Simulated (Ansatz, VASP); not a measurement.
# W in VASP and in Ansatz

```
W
1.0
    -1.61549    1.61549    1.61549
     1.61549   -1.61549    1.61549
     1.61549    1.61549   -1.61549
W
1
Direct
  0.00000 0.00000 0.00000
```

Alike in both runs: task single point; functional r2SCAN; k mesh 18 × 18 × 18; occupations gaussian, width 0.1 eV; no spin polarisation.

|  | VASP | Ansatz |
| --- | --- | --- |
| version | VASP 6.6.1 | Ansatz 0.2.0 |
| potentials or method | VASP PAW PBE potentials, release 64 (W_sv), cutoff 520 eV | scalar-relativistic, plane waves, PAW |
| valence electrons in the cell | 14 | 14 |

Ansatz gave:

- gap on the k mesh at the Fermi level (eV): none
- pressure (GPa): -16.4

Q: Which values does VASP return?

A: gap on the k mesh at the Fermi level (eV): none; pressure (GPa): -15.5.

VASP's potentials were made for PBE, not for r2SCAN. A gap of «none» marks a metal or a gap that the smearing closes. With one functional, cell and mesh, what is left measures potentials, basis and numerics.

Spin-orbit coupling is off throughout.
